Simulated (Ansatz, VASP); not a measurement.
AlSn in VASP and in Ansatz

```
Al Sn
1.0
     4.19811    0.00000    0.00000
    -2.09905    3.63567    0.00000
     0.00000    0.00000    3.30685
Al Sn
1 1
Direct
  0.00000 0.00000 0.00000
  0.33333 0.66667 0.50000
```

Alike in both runs: task single point; functional LDA; k mesh 6 × 6 × 4; occupations gaussian, width 0.1 eV; no spin polarisation.

|  | VASP | Ansatz |
| --- | --- | --- |
| version | VASP 6.6.1 | Ansatz 0.2.0 |
| potentials or method | VASP PAW LDA potentials, release 64 (Al, Sn_d), cutoff 500 eV | scalar-relativistic, plane waves, PAW |
| valence electrons in the cell | 17 | 17 |

VASP gave:

- gap on the k mesh at the Fermi level (eV): none
- pressure (GPa): -2.2
- traceless stress, the component that is largest in VASP (GPa): 6.69

Problem. Which values does Ansatz return?

Solution. gap on the k mesh at the Fermi level (eV): none; pressure (GPa): -2.2; traceless stress, the component that is largest in VASP (GPa): 6.65.

LDA's correlation is that of Perdew and Zunger in VASP and of Perdew and Wang (1992) in Ansatz. A gap of «none» marks a metal or a gap that the smearing closes.

The k mesh is coarse, so the values compare programs but aren't converged.
